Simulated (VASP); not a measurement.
# HgTe (Imm2) in VASP: notebook

Runs on HgTe. Level: PBEsol. Tasks: single point.

Program: VASP 6.6.1. These are calculated values, not measurements. Logs are shortened: lines on timing, memory, paths and dates and some standing lists are left out, and cuts for length are marked.

## Step 1: The cell of the first run

The structure is orthorhombic, space group Imm2 (No. 44). Conventional cell: a = 4.536 Å, b = 4.582 Å, c = 6.447 Å, α = 90.00°, β = 90.00°, γ = 90.00°. Within 3.7 Å of Hg (site symmetry mm2) lie 4 Te at 2.78 to 2.80 Å. Within 3.7 Å of Te (site symmetry mm2) lie 4 Hg at 2.78 to 2.80 Å.

## Step 2: Single point, PBEsol (strain -0.0100 x Voigt [0, 0, 0, 0, 0, 1])

INCAR

```
  ALGO = Normal
  EDIFF = 1E-7
  ENCUT = 520
  GGA = PS
  ISIF = 2
  ISMEAR = 0
  LASPH = T
  LCHARG = T
  LELF = T
  LREAL = F
  LVHAR = T
  LWAVE = F
  NBANDS = 16
  NELM = 60
  PREC = Accurate
  SIGMA = 0.15
```

KPOINTS

```
k-points
0
Gamma
  14 14 14
```

POSCAR

```
HgTe
1.0
   -0.0161175000      3.2235000000      3.2235000000
    3.2235000000     -0.0161175000      3.2235000000
    3.2073825000      3.2073825000      0.0000000000
Hg Te
1 1
Direct
    0.0000000000      0.0000000000      0.0000000000
    0.7500000000      0.7500000000      0.7500000000
```

Potentials or basis: VASP PAW PBE potentials, release 64 (Hg, Te).

The run is started by

```console
$ cat potpaw_PBE.64/Hg/POTCAR potpaw_PBE.64/Te/POTCAR > POTCAR
$ mpirun -np 1 vasp_std > vasp.out
```

OUTCAR:

```text
EDIFF = 1E-7
   ENCUT = 520
   GGA = PS
   ISIF = 2
   ISMEAR = 0
   LASPH = T
   LREAL = F
   NELM = 60
   PREC = Accurate

 ion  position               nearest neighbor table
   1  0.000  0.000  0.000-   2 2.78   2 2.78   2 2.80   2 2.80
   2  0.750  0.750  0.750-   1 2.78   1 2.78   1 2.80   1 2.80

  LATTYP: Found a body centered orthorhombic cell.
 ALAT       =     4.5359238312
 B/A-ratio  =     1.0100502513
 C/A-ratio  =     1.4213201632

  Lattice vectors:

 A1 = (   0.0161175000,  -3.2235000000,  -3.2235000000)
 A2 = (  -0.0161175000,   3.2235000000,  -3.2235000000)
 A3 = (   3.2235000000,  -0.0161175000,   3.2235000000)

Analysis of symmetry for initial positions (statically):
=====================================================================
 Subroutine PRICEL returns:
 Original cell was already a primitive cell.

 Routine SETGRP: Setting up the symmetry group for a
 body centered orthorhombic supercell.

 Subroutine GETGRP returns: Found  4 space group operations
 (whereof  4 operations were pure point group operations)
 out of a pool of  8 trial point group operations.

The static configuration has the point symmetry C_2v.

Analysis of symmetry for dynamics (positions and initial velocities):
=====================================================================
 Subroutine PRICEL returns:
 Original cell was already a primitive cell.

 Routine SETGRP: Setting up the symmetry group for a
 body centered orthorhombic supercell.

 Subroutine GETGRP returns: Found  4 space group operations
 (whereof  4 operations were pure point group operations)
 out of a pool of  8 trial point group operations.

The dynamic configuration has the point symmetry C_2v.

 Subroutine INISYM returns: Found  4 space group operations
 (whereof  4 operations are pure point group operations),
 and found     1 'primitive' translations

----------------------------------------------------------------------------------------

                                     Primitive cell

  volume of cell :      66.9888

  direct lattice vectors                    reciprocal lattice vectors
    -0.016117500  3.223500000  3.223500000    -0.154339208  0.154339208  0.155110904
     3.223500000 -0.016117500  3.223500000     0.154339208 -0.154339208  0.155110904
     3.207382500  3.207382500  0.000000000     0.155890356  0.155890356 -0.155110904

  length of vectors
     4.558745910  4.558745910  4.535923831     0.267769631  0.267769631  0.269560752

  position of ions in fractional coordinates (direct lattice)
     0.000000000  0.000000000  0.000000000
     0.750000000  0.750000000  0.750000000

  ion indices of the primitive-cell ions
   primitive index   ion index
                 1           1
                 2           2

----------------------------------------------------------------------------------------

 KPOINTS: k-points

Automatic generation of k-mesh.
 Grid dimensions read from file:
 generate k-points for:   14   14   14

 Generating k-lattice:

  Cartesian coordinates                     Fractional coordinates (reciprocal lattice)
    -0.011024229  0.011024229  0.011079350     0.071428571  0.000000000  0.000000000
     0.011024229 -0.011024229  0.011079350     0.000000000  0.071428571  0.000000000
     0.011135025  0.011135025 -0.011079350     0.000000000  0.000000000  0.071428571

  Length of vectors
     0.019126402  0.019126402  0.019254339

  Shift w.r.t. Gamma in fractional coordinates (k-lattice)
     0.000000000  0.000000000  0.000000000

 Subroutine IBZKPT returns following result:
 ===========================================

 Found    428 irreducible k-points:

 Following reciprocal coordinates:
            Coordinates               Weight
  0.000000  0.000000  0.000000      1.000000
  0.071429  0.000000  0.000000      4.000000
  0.142857  0.000000  0.000000      4.000000
  0.214286 -0.000000  0.000000      4.000000
  0.285714 -0.000000  0.000000      4.000000
  0.357143 -0.000000  0.000000      4.000000
[... 16 lines left out ...]
  0.214286  0.142857  0.000000      4.000000
  0.285714  0.142857  0.000000      4.000000
 [... further k-points ...]
   k-points           NKPTS =    428   k-points in BZ     NKDIM =    428   number of bands    NBANDS=     16
   number of dos      NEDOS =    301   number of ions     NIONS =      2
   total plane-waves  NPLWV =  46656
   dimension x,y,z NGX =    36 NGY =   36 NGZ =   36
   dimension x,y,z NGXF=    72 NGYF=   72 NGZF=   72
   ions per type =               1   1
   NGX,Y,Z   is equivalent  to a cutoff of  13.13, 13.13, 13.19 a.u.
   NGXF,Y,Z  is equivalent  to a cutoff of  26.26, 26.26, 26.39 a.u.
 SYSTEM =  unknown system
   PREC   = accura    normal or accurate (medium, high low for compatibility)
   ISTART =      0    job   : 0-new  1-cont  2-samecut
   ICHARG =      2    charge: 1-file 2-atom 10-const
   ISPIN  =      1    spin polarized calculation?
   LNONCOLLINEAR =      F non collinear calculations
   LSORBIT =      F    spin-orbit coupling
   LASPH  =      T    aspherical Exc in radial PAW
   ENCUT  =  520.0 eV  38.22 Ry    6.18 a.u.   8.48  8.48  8.43*2*pi/ulx,y,z
   NELM   =     60;   NELMIN=  2; NELMDL= -5     # of ELM steps
   EDIFF  = 0.1E-06   stopping-criterion for ELM
   LREAL  =      F    real-space projection
   EDIFFG = 0.1E-05   stopping-criterion for IOM
   NSW    =      0    number of steps for IOM
   IBRION =     -1    ionic relax: 0-MD 1-quasi-New 2-CG
   NFREE  =      0    steps in history (QN), initial steepest desc. (CG)
   ISIF   =      2    stress and relaxation
   ISYM   =      2    0-nonsym 1-usesym 2-fastsym
   POTIM  = 0.5000    time-step for ionic-motion
   TEBEG  =    0.0;   TEEND  =   0.0 temperature during run
   PSTRESS=    0.0 pullay stress
   NELECT =      18.0000    total number of electrons
   NUPDOWN=      -1.0000    fix difference up-down
   EMIN   =  10.00;   EMAX   =-10.00  energy-range for DOS
   EFERMI =   0.00;   METHOD = LEGACY
   ISMEAR =     0;   SIGMA  =   0.15  broadening in eV -4-tet -1-fermi 0-gaus
   EFERMI_NEDOS =   21; number of points for ismear=-14 and -15
   IALGO  =     38    algorithm
   IMIX   =      4    mixing-type and parameters
     AMIX     =   0.40;   BMIX     =  1.00
     AMIX_MAG =   1.60;   BMIX_MAG =  1.00
  volume/ion in A,a.u.               =      33.49       226.03
  Fermi-wavevector in a.u.,A,eV,Ry     =   1.056408  1.996321 15.184068  1.115998
  Thomas-Fermi vector in A             =   2.191642
   LORBIT       =      0    0 simple, 1 ext, 2 COOP (PROOUT), +10 PAW based schemes
   GGA     = PS    functional components
   LHFCALC =     F    Hartree Fock is set to
   AEXX    =    0.0000 exact exchange contribution
   IVDW    =     0    specifies the selected vdW correction
   LEPSILON=     F    determine dielectric tensor
   LRPA    =     F    only Hartree local field effects (RPA)
 non-spin polarized calculation
 Gauss-broadening in eV      SIGMA  =   0.15
  energy-cutoff  :      520.00
  volume of cell :       66.99
 maximum number of plane-waves:      1831
 NGX is ok and might be reduce to    36
   NGX = 17   NGY = 17   NGZ = 17

 number of electron      18.0000001 magnetization

 Free energy of the ion-electron system (eV)
  ---------------------------------------------------
  ext. energy  EPLUGINS =         0.00000000
  ---------------------------------------------------
  free energy    TOTEN  =        -4.36693544 eV

  energy without entropy =       -4.36670905  energy(sigma->0) =       -4.36682225

 E-fermi :   3.1692     XC(G=0):  -8.9741

 val. band max:        3.0525350775   @ k =   0.0000   0.0000   0.0000
 cond. band min:       3.3804936791   @ k =   0.0714   0.0000   0.0000
 fundamental gap:      0.3279586017
 Fermi energy:         3.1691798214

 k-point     1 :       0.0000    0.0000    0.0000
  band No.  band energies     occupation
      1      -9.0460      2.00000
      2      -4.3644      2.00000
      3      -4.3566      2.00000
      4      -4.3488      2.00000
      5      -3.8108      2.00000
      6      -3.8107      2.00000
[... 8 lines left out ...]
     15      12.5863      0.00000
     16      12.5871      0.00000

 k-point     2 :       0.0714    0.0000    0.0000
  band No.  band energies     occupation
      1      -9.0199      2.00000
      2      -4.3570      2.00000
      3      -4.3492      2.00000
      4      -4.3408      2.00000
      5      -3.8117      2.00000
      6      -3.8116      2.00000
[... 8 lines left out ...]
     15      12.0606      0.00000
     16      12.0880      0.00000

 k-point     3 :       0.1429    0.0000    0.0000
  band No.  band energies     occupation
      1      -8.9453      2.00000
      2      -4.3368      2.00000
      3      -4.3281      2.00000
      4      -4.3127      2.00000
      5      -3.8133      2.00000
      6      -3.8131      2.00000
[... 8 lines left out ...]
     15      11.6268      0.00000
     16      11.6658      0.00000

 k-point     4 :       0.2143   -0.0000    0.0000
  band No.  band energies     occupation
      1      -8.8339      2.00000
      2      -4.3089      2.00000
      3      -4.3000      2.00000
      4      -4.2489      2.00000
      5      -3.8132      2.00000
      6      -3.8129      2.00000
[... 8 lines left out ...]
     15      11.4458      0.00000
     16      11.4980      0.00000
[... 324 lines left out ...]
 k-point    22 :       0.1429    0.1429    0.0000
  band No.  band energies     occupation
      1      -8.9097      2.00000
      2      -4.3445      2.00000
      3      -4.3095      2.00000
      4      -4.2921      2.00000
      5      -3.8307      2.00000
      6      -3.7987      2.00000
[... 8 lines left out ...]
     15      11.0158      0.00000
     16      12.6875      0.00000

 k-point    23 :       0.2143    0.1429    0.0000
  band No.  band energies     occupation
      1      -8.8255      2.00000
      2      -4.3256      2.00000
      3      -4.2796      2.00000
      4      -4.2548      2.00000
      5      -3.8362      2.00000
      6      -3.7935      2.00000
[... 8 lines left out ...]
     15      11.6419      0.00000
     16      12.5322      0.00000

 k-point    24 :       0.2857    0.1429    0.0000
  band No.  band energies     occupation
      1      -8.7131      2.00000
      2      -4.2910      2.00000
      3      -4.2476      2.00000
      4      -4.1867      2.00000
      5      -3.8325      2.00000
      6      -3.7884      2.00000
[... 8 lines left out ...]
     15      11.9812      0.00000
     16      12.4890      0.00000

 [... further k-points ...]

------------------------ aborting loop because EDIFF is reached ----------------------------------------

  FORCE on cell =-STRESS in cart. coord.  units (eV):
  Direction    XX          YY          ZZ          XY          YZ          ZX
  --------------------------------------------------------------------------------------
  -------------------------------------------------------------------------------------
  Total        0.6023396      0.6023396      0.6013450      0.1772963      0.0000000      0.0000000
  in kB       14.4062131     14.4062131     14.3824242      4.2404113      0.0000000      0.0000000
  external PRESSURE =      14.3982835 kB  Pullay stress =       0.0000000 kB

 VOLUME and BASIS-vectors are now :
 -----------------------------------------------------------------------------
  energy-cutoff  :      520.00
  volume of cell :       66.99
      direct lattice vectors                 reciprocal lattice vectors
    -0.016117500  3.223500000  3.223500000    -0.154339208  0.154339208  0.155110904
     3.223500000 -0.016117500  3.223500000     0.154339208 -0.154339208  0.155110904
     3.207382500  3.207382500  0.000000000     0.155890356  0.155890356 -0.155110904

 POSITION                                       TOTAL-FORCE (eV/Angst)
 -----------------------------------------------------------------------------------
      0.00000      0.00000      0.00000        -0.000000     -0.000000      0.060467
      4.81107      4.81107      4.83525         0.000000      0.000000     -0.060467
 -----------------------------------------------------------------------------------
    total drift:                                0.000000      0.000000     -0.000212

  FREE ENERGIE OF THE ION-ELECTRON SYSTEM (eV)
  ---------------------------------------------------
  free  energy   TOTEN  =        -4.3669354384 eV

  energy  without entropy=       -4.3667090520  energy(sigma->0) =       -4.36682225
```

It took 4.8 min on 1 thread of AMD EPYC 9R45 (Zen 5), shared host; peak memory 0.55 GiB.

What came out:

```
Free energy            : -4.3669 eV
Pressure               : 1.4 GPa
Largest force          : 0.060 eV/Å
Band gap on the k mesh : 0.01 eV
```

Forces on the atoms (eV/Å):
```
Hg   0.000  0.000  0.060
Te   0.000  0.000 -0.060
```

Stress tensor (GPa, compression positive):
```
1.44 0.42 0.00
0.42 1.44 0.00
0.00 0.00 1.44
```

Caveat: the cell differs from its parent crystal (strain -0.0100 x Voigt [0, 0, 0, 0, 0, 1]); the smearing spreads over this small gap; the PAW data sets were made with another functional, which shifts forces and pressure a little; spin-orbit coupling is left out, which moves the levels of the heavy elements. A k mesh can miss the band edges.

## Step 3: Single point, PBEsol (strain +0.0050 x Voigt [0, 0, 0, 0, 0, 1])

INCAR

```
PREC     = Accurate       # precision mode
ENCUT    = 520            # plane-wave cutoff, eV
EDIFF    = 1E-7           # SCF threshold, eV
ISMEAR   = 0              # smearing method
SIGMA    = 0.15           # smearing width, eV
LREAL    = False          # projectors in reciprocal space
LASPH    = True           # aspherical terms in the spheres
NELM     = 60             # most SCF steps
ALGO     = Normal         # electronic algorithm
ISIF     = 2              # what is computed and relaxed
LWAVE    = False          # write WAVECAR
LCHARG   = True           # write CHGCAR
GGA      = PS             # functional
LELF     = True           # ELF
LVHAR    = True         
NBANDS   = 16             # bands
```

KPOINTS

```
regular mesh
0
Gamma
  14 14 14
```

POSCAR

```
HgTe
1.0
    0.0080587500      3.2235000000      3.2235000000
    3.2235000000      0.0080587500      3.2235000000
    3.2315587500      3.2315587500      0.0000000000
Hg Te
1 1
Direct
    0.0000000000      0.0000000000      0.0000000000
    0.7500000000      0.7500000000      0.7500000000
```

Potentials or basis: VASP PAW PBE potentials, release 64 (Hg, Te).

The run is started by

```console
$ cat potpaw_PBE.64/Hg/POTCAR potpaw_PBE.64/Te/POTCAR > POTCAR
$ mpirun -np 1 vasp_std > vasp.out
```

Run time: 4.7 min. Hardware: 1 thread of AMD EPYC 9R45 (Zen 5), shared host; peak memory 0.55 GiB.

Results (log left out):

* Free energy: -4.3676 eV
* Pressure: 1.4 GPa
* Largest force: 0.030 eV/Å
* Band gap on the k mesh: 0.01 eV

Forces in eV/Å, atoms in the order of the input:
```
Hg   0.000  0.000 -0.030
Te   0.000  0.000  0.030
```

Stress tensor (GPa, compression positive):
```
 1.43 -0.21  0.00
-0.21  1.43  0.00
 0.00  0.00  1.43
```

Levels at points of the mesh, in eV from the valence-band top:
```
           k point  band 6  band 7  band 8  band 9  band 10  band 11  band 12  band 13
(0.00, 0.00, 0.00)   -6.85   -0.79   -0.01    0.00     0.01     4.14     4.17     4.19
(0.50, 0.00, 0.00)   -6.54   -5.59   -1.02   -1.02     0.62     4.95     4.98     6.72
(0.50, 0.50, 0.00)   -6.39   -5.51   -2.35   -2.31     1.84     2.36     8.13     8.85
(0.00, 0.00, 0.50)   -6.54   -5.59   -1.00   -1.00     0.65     4.97     4.99     6.72
(0.50, 0.00, 0.50)   -6.39   -5.51   -2.33   -2.33     1.84     2.36     8.13     8.85
```

Caveat: the cell differs from its parent crystal (strain +0.0050 x Voigt [0, 0, 0, 0, 0, 1]); the smearing spreads over this small gap; the PAW data sets were made with another functional, which shifts forces and pressure a little; spin-orbit coupling is left out, which moves the levels of the heavy elements. A k mesh can miss the band edges.

The gap in the log of VASP goes by the Fermi energy; the results here count the filled bands.